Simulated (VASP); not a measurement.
# Be5ZnSe6 (P3m1) in VASP: a series of runs

Runs on Be5ZnSe6. Level: PBE. Tasks: single point, relaxation of cell and atoms.

Everything below comes from runs of VASP 6.6.1. Logs are shortened: lines on timing, memory, paths and dates and some standing lists are left out, and cuts for length are marked.

## Step 1: The cell of the first run

The structure is trigonal, space group P3m1 (No. 156). The conventional cell has a = 3.724 Å, b = 3.724 Å, c = 18.321 Å, α = 90.00°, β = 90.00°, γ = 120.00°. Within 3.0 Å of Be (site symmetry 3m) lie 4 Se at 2.24 to 2.27 Å. Within 2.9 Å of Be (site symmetry 3m) lie 4 Se at 2.23 to 2.27 Å. Within 3.0 Å of Be (site symmetry 3m) lie 4 Se at 2.24 to 2.27 Å. Be (site symmetry 3m) has 4 Se at 2.24 to 2.27 Å within 3.0 Å. Be (site symmetry 3m) has 4 Se at 2.24 to 2.27 Å within 3.0 Å. Zn (site symmetry 3m) has 4 Se at 2.39 to 2.45 Å within 3.2 Å. Se (site symmetry 3m) has 3 Be at 2.27 Å and 1 Zn at 2.45 Å within 3.0 Å. Se (site symmetry 3m) has 1 Be at 2.23 Å and 3 Zn at 2.39 Å within 2.9 Å.

## Step 2: Single point, PBE

INCAR reads:

```
SYSTEM = Be5ZnSe6
ALGO = Normal ; EDIFF = 1E-6
ENCUT = 600 ; GGA = PE
GGA_COMPAT = .FALSE. ; ISIF = 2
ISMEAR = 0 ; LASPH = .TRUE.
LCHARG = .FALSE. ; LREAL = .FALSE.
LWAVE = .FALSE. ; NBANDS = 41
NELM = 120 ; PREC = Accurate
SIGMA = 0.1
```

KPOINTS reads:

```
k-points
0
G
  6 6 1
  0 0 0
```

POSCAR reads:

```
Be5ZnSe6
1.0
    3.7243555861      0.0000000029      0.0000000000
   -1.8621777956      3.2253865489      0.0000000000
    0.0000000000      0.0000000000     18.3214416842
Be Zn Se
5 1 6
Direct
    0.0000000000      0.0000000000      0.0091653861
    0.6666666667      0.3333333333      0.6573398607
    0.0000000000      0.0000000000      0.4955041692
    0.3333333333      0.6666666667      0.3333861583
    0.6666666667      0.3333333333      0.1713000551
    0.3333333333      0.6666666667      0.8358605890
    0.3333333333      0.6666666667      0.9696999480
    0.6666666667      0.3333333333      0.7790453005
    0.0000000000      0.0000000000      0.6178682984
    0.3333333333      0.6666666667      0.4557067625
    0.6666666667      0.3333333333      0.2936201553
    0.0000000000      0.0000000000      0.1315033169
```

Potentials or basis: VASP PAW PBE potentials, release 64 (Be, Zn, Se).

The run is started by

```sh
$ cat potpaw_PBE.64/Be/POTCAR potpaw_PBE.64/Zn/POTCAR potpaw_PBE.64/Se/POTCAR > POTCAR
$ mpirun -np 1 vasp_std > vasp.out
```

OUTCAR:

```text
SYSTEM = Be5ZnSe6
   EDIFF = 1E-6
   ENCUT = 600
   GGA = PE
   ISIF = 2
   ISMEAR = 0
   LASPH = .TRUE.
   LREAL = .FALSE.
   NELM = 120
   PREC = Accurate

 ion  position               nearest neighbor table
   1  0.000  0.000  0.009-  12 2.24   7 2.27   7 2.27   7 2.27
   2  0.667  0.333  0.657-   8 2.23   9 2.27   9 2.27   9 2.27
   3  0.000  0.000  0.496-   9 2.24  10 2.27  10 2.27  10 2.27
   4  0.333  0.667  0.333-  10 2.24  11 2.27  11 2.27  11 2.27
   5  0.667  0.333  0.171-  11 2.24  12 2.27  12 2.27  12 2.27
   6  0.333  0.667  0.836-   8 2.39   8 2.39   8 2.39   7 2.45
   7  0.333  0.667  0.970-   1 2.27   1 2.27   1 2.27   6 2.45
   8  0.667  0.333  0.779-   2 2.23   6 2.39   6 2.39   6 2.39
   9  0.000  0.000  0.618-   3 2.24   2 2.27   2 2.27   2 2.27
  10  0.333  0.667  0.456-   4 2.24   3 2.27   3 2.27   3 2.27
  11  0.667  0.333  0.294-   5 2.24   4 2.27   4 2.27   4 2.27
  12  0.000  0.000  0.132-   1 2.24   5 2.27   5 2.27   5 2.27

  LATTYP: Found a hexagonal cell.
 ALAT       =     3.7243555861
 C/A-ratio  =     4.9193588691

  Lattice vectors:

 A1 = (   3.7243555861,   0.0000000029,   0.0000000000)
 A2 = (  -1.8621777956,   3.2253865489,   0.0000000000)
 A3 = (   0.0000000000,   0.0000000000,  18.3214416842)

Analysis of symmetry for initial positions (statically):
=====================================================================
 Subroutine PRICEL returns:
 Original cell was already a primitive cell.

 Routine SETGRP: Setting up the symmetry group for a
 hexagonal supercell.

 Subroutine GETGRP returns: Found  6 space group operations
 (whereof  6 operations were pure point group operations)
 out of a pool of 24 trial point group operations.

The static configuration has the point symmetry C_3v.

Analysis of symmetry for dynamics (positions and initial velocities):
=====================================================================
 Subroutine PRICEL returns:
 Original cell was already a primitive cell.

 Routine SETGRP: Setting up the symmetry group for a
 hexagonal supercell.

 Subroutine GETGRP returns: Found  6 space group operations
 (whereof  6 operations were pure point group operations)
 out of a pool of 24 trial point group operations.

The dynamic configuration has the point symmetry C_3v.

 Subroutine INISYM returns: Found  6 space group operations
 (whereof  6 operations are pure point group operations),
 and found     1 'primitive' translations

----------------------------------------------------------------------------------------

                                     Primitive cell

  volume of cell :     220.0861

  direct lattice vectors                    reciprocal lattice vectors
     3.724355586  0.000000003  0.000000000     0.268502826  0.155020179  0.000000000
    -1.862177796  3.225386549  0.000000000    -0.000000000  0.310040358  0.000000000
     0.000000000  0.000000000 18.321441684     0.000000000  0.000000000  0.054580858

  length of vectors
     3.724355586  3.724355586 18.321441684     0.310040358  0.310040358  0.054580858

  position of ions in fractional coordinates (direct lattice)
     0.000000000  0.000000000  0.009165386
     0.666666667  0.333333333  0.657339861
     0.000000000  0.000000000  0.495504169
     0.333333333  0.666666667  0.333386158
     0.666666667  0.333333333  0.171300055
     0.333333333  0.666666667  0.835860589
     0.333333333  0.666666667  0.969699948
     0.666666667  0.333333333  0.779045301
     0.000000000  0.000000000  0.617868298
     0.333333333  0.666666667  0.455706763
     0.666666667  0.333333333  0.293620155
     0.000000000  0.000000000  0.131503317

  ion indices of the primitive-cell ions
   primitive index   ion index
                 1           1
                 2           2
                 3           3
                 4           4
                 5           5
                 6           6
                 7           7
                 8           8
                 9           9
                10          10
                11          11
                12          12

----------------------------------------------------------------------------------------

 KPOINTS: k-points

Automatic generation of k-mesh.
 Grid dimensions read from file:
 generate k-points for:    6    6    1

 Generating k-lattice:

  Cartesian coordinates                     Fractional coordinates (reciprocal lattice)
     0.044750471  0.025836697  0.000000000     0.166666667  0.000000000  0.000000000
    -0.000000000  0.051673393  0.000000000     0.000000000  0.166666667  0.000000000
     0.000000000  0.000000000  0.054580858     0.000000000  0.000000000  1.000000000

  Length of vectors
     0.051673393  0.051673393  0.054580858

  Shift w.r.t. Gamma in fractional coordinates (k-lattice)
     0.000000000  0.000000000  0.000000000

 Subroutine IBZKPT returns following result:
 ===========================================

 Found      7 irreducible k-points:

 Following reciprocal coordinates:
            Coordinates               Weight
  0.000000  0.000000  0.000000      1.000000
  0.166667  0.000000  0.000000      6.000000
  0.333333  0.000000  0.000000      6.000000
  0.500000  0.000000  0.000000      3.000000
  0.166667  0.166667  0.000000      6.000000
  0.333333  0.166667  0.000000     12.000000
  0.333333  0.333333  0.000000      2.000000
   k-points           NKPTS =      7   k-points in BZ     NKDIM =      7   number of bands    NBANDS=     41
   number of dos      NEDOS =    301   number of ions     NIONS =     12
   total plane-waves  NPLWV = 135000
   dimension x,y,z NGX =    30 NGY =   30 NGZ =  150
   dimension x,y,z NGXF=    60 NGYF=   60 NGZF=  300
   ions per type =               5   1   6
   NGX,Y,Z   is equivalent  to a cutoff of  13.39, 13.39, 13.61 a.u.
   NGXF,Y,Z  is equivalent  to a cutoff of  26.78, 26.78, 27.22 a.u.
 SYSTEM =  Be5ZnSe6
   PREC   = accura    normal or accurate (medium, high low for compatibility)
   ISTART =      0    job   : 0-new  1-cont  2-samecut
   ICHARG =      2    charge: 1-file 2-atom 10-const
   ISPIN  =      1    spin polarized calculation?
   LNONCOLLINEAR =      F non collinear calculations
   LSORBIT =      F    spin-orbit coupling
   LASPH  =      T    aspherical Exc in radial PAW
   ENCUT  =  600.0 eV  44.10 Ry    6.64 a.u.   7.44  7.44 36.59*2*pi/ulx,y,z
   NELM   =    120;   NELMIN=  2; NELMDL= -5     # of ELM steps
   EDIFF  = 0.1E-05   stopping-criterion for ELM
   LREAL  =      F    real-space projection
   EDIFFG = 0.1E-04   stopping-criterion for IOM
   NSW    =      0    number of steps for IOM
   IBRION =     -1    ionic relax: 0-MD 1-quasi-New 2-CG
   NFREE  =      0    steps in history (QN), initial steepest desc. (CG)
   ISIF   =      2    stress and relaxation
   ISYM   =      2    0-nonsym 1-usesym 2-fastsym
   POTIM  = 0.5000    time-step for ionic-motion
   TEBEG  =    0.0;   TEEND  =   0.0 temperature during run
   PSTRESS=    0.0 pullay stress
   NELECT =      58.0000    total number of electrons
   NUPDOWN=      -1.0000    fix difference up-down
   EMIN   =  10.00;   EMAX   =-10.00  energy-range for DOS
   EFERMI =   0.00;   METHOD = LEGACY
   ISMEAR =     0;   SIGMA  =   0.10  broadening in eV -4-tet -1-fermi 0-gaus
   EFERMI_NEDOS =   21; number of points for ismear=-14 and -15
   IALGO  =     38    algorithm
   IMIX   =      4    mixing-type and parameters
     AMIX     =   0.40;   BMIX     =  1.00
     AMIX_MAG =   1.60;   BMIX_MAG =  1.00
  volume/ion in A,a.u.               =      18.34       123.77
  Fermi-wavevector in a.u.,A,eV,Ry     =   1.049591  1.983439 14.988731  1.101641
  Thomas-Fermi vector in A             =   2.184560
   LORBIT       =      0    0 simple, 1 ext, 2 COOP (PROOUT), +10 PAW based schemes
   GGA     = PE    functional components
   LHFCALC =     F    Hartree Fock is set to
   AEXX    =    0.0000 exact exchange contribution
   IVDW    =     0    specifies the selected vdW correction
   LEPSILON=     F    determine dielectric tensor
   LRPA    =     F    only Hartree local field effects (RPA)
 non-spin polarized calculation
 Gauss-broadening in eV      SIGMA  =   0.10
  energy-cutoff  :      600.00
  volume of cell :      220.09
 maximum number of plane-waves:      7383
 NGX is ok and might be reduce to    30
   NGX = 15   NGY = 15   NGZ = 73

 number of electron      57.9999985 magnetization

 Free energy of the ion-electron system (eV)
  ---------------------------------------------------
  ext. energy  EPLUGINS =         0.00000000
  ---------------------------------------------------
  free energy    TOTEN  =       -49.98913368 eV

  energy without entropy =      -49.98913368  energy(sigma->0) =      -49.98913368

 E-fermi :   3.7914     XC(G=0):  -9.3362

 val. band max:        3.3516120087   @ k =   0.0000   0.0000   0.0000
 cond. band min:       5.4595847709   @ k =   0.5000   0.0000   0.0000
 fundamental gap:      2.1079727622
 Fermi energy:         3.7913679157

 k-point     1 :       0.0000    0.0000    0.0000
  band No.  band energies     occupation
      1     -10.7591      2.00000
      2     -10.5399      2.00000
      3     -10.4463      2.00000
      4      -9.9619      2.00000
      5      -9.8538      2.00000
      6      -9.5213      2.00000
[... 33 lines left out ...]
     40       8.1758      0.00000
     41       8.4011      0.00000

 k-point     2 :       0.1667    0.0000    0.0000
  band No.  band energies     occupation
      1     -10.5434      2.00000
      2     -10.3372      2.00000
      3     -10.2452      2.00000
      4      -9.7993      2.00000
      5      -9.6968      2.00000
      6      -9.3962      2.00000
[... 209 lines left out ...]
     40       9.1378      0.00000
     41       9.2545      0.00000

 k-point     7 :       0.3333    0.3333    0.0000
  band No.  band energies     occupation
      1      -9.3331      2.00000
      2      -9.2908      2.00000
      3      -9.2607      2.00000
      4      -9.2299      2.00000
      5      -9.2017      2.00000
      6      -9.1652      2.00000
[... 33 lines left out ...]
     40      10.8329      0.00000
     41      10.8808      0.00000

------------------------ aborting loop because EDIFF is reached ----------------------------------------

  FORCE on cell =-STRESS in cart. coord.  units (eV):
  Direction    XX          YY          ZZ          XY          YZ          ZX
  --------------------------------------------------------------------------------------
  -------------------------------------------------------------------------------------
  Total        0.3349032      0.3349032      0.2107736     -0.0000000      0.0000000     -0.0000000
  in kB        2.4380203      2.4380203      1.5343844     -0.0000000      0.0000000     -0.0000000
  external PRESSURE =       2.1368083 kB  Pullay stress =       0.0000000 kB

 VOLUME and BASIS-vectors are now :
 -----------------------------------------------------------------------------
  energy-cutoff  :      600.00
  volume of cell :      220.09
      direct lattice vectors                 reciprocal lattice vectors
     3.724355586  0.000000003  0.000000000     0.268502826  0.155020179  0.000000000
    -1.862177796  3.225386549  0.000000000    -0.000000000  0.310040358  0.000000000
     0.000000000  0.000000000 18.321441684     0.000000000  0.000000000  0.054580858

 POSITION                                       TOTAL-FORCE (eV/Angst)
 -----------------------------------------------------------------------------------
      0.00000      0.00000      0.16792        -0.000000     -0.000000     -0.003322
      1.86218      1.07513     12.04341        -0.000000     -0.000000      0.014509
      0.00000      0.00000      9.07835        -0.000000     -0.000000      0.011525
     -0.00000      2.15026      6.10812        -0.000000     -0.000000      0.013126
      1.86218      1.07513      3.13846        -0.000000     -0.000000      0.014609
     -0.00000      2.15026     15.31417         0.000000     -0.000000     -0.009692
     -0.00000      2.15026     17.76630         0.000000      0.000000      0.028949
      1.86218      1.07513     14.27323        -0.000000     -0.000000     -0.027955
      0.00000      0.00000     11.32024        -0.000000      0.000000     -0.014265
     -0.00000      2.15026      8.34920         0.000000      0.000000     -0.011314
      1.86218      1.07513      5.37954        -0.000000     -0.000000     -0.014684
      0.00000      0.00000      2.40933        -0.000000     -0.000000     -0.001484
 -----------------------------------------------------------------------------------
    total drift:                                0.000000     -0.000001     -0.000882

  FREE ENERGIE OF THE ION-ELECTRON SYSTEM (eV)
  ---------------------------------------------------
  free  energy   TOTEN  =       -49.9891336757 eV

  energy  without entropy=      -49.9891336757  energy(sigma->0) =      -49.98913368
```

Wall time 2.6 min (1 thread of Oxide Virtual Turin-like, shared host); peak memory 0.35 GiB.

Results:

* Free energy: -49.9891 eV
* Pressure: 0.2 GPa
* Largest force: 0.029 eV/Å
* Band gap on the k mesh: 2.11 eV (least direct gap 2.81 eV)

Forces on the atoms (eV/Å):
```
Be   0.000  0.000 -0.003
Be   0.000  0.000  0.015
Be   0.000  0.000  0.012
Be   0.000  0.000  0.013
Be   0.000  0.000  0.015
Zn   0.000  0.000 -0.010
Se   0.000  0.000  0.029
Se   0.000  0.000 -0.028
Se   0.000  0.000 -0.014
Se   0.000  0.000 -0.011
Se   0.000  0.000 -0.015
Se   0.000  0.000 -0.001
```

Stress tensor (GPa, compression positive):
```
0.24 0.00 0.00
0.00 0.24 0.00
0.00 0.00 0.15
```

Levels at points of the mesh, in eV from the valence-band top:
| k point | band 26 | band 27 | band 28 | band 29 | band 30 | band 31 | band 32 | band 33 |
| --- | --- | --- | --- | --- | --- | --- | --- | --- |
| (0.00, 0.00, 0.00) | -0.81 | -0.59 | 0.00 | 0.00 | 2.81 | 3.37 | 3.46 | 3.53 |
| (0.50, 0.00, 0.00) | -2.13 | -1.86 | -1.57 | -1.16 | 2.11 | 2.82 | 2.98 | 3.21 |

(Continued in part 2 of 2.)
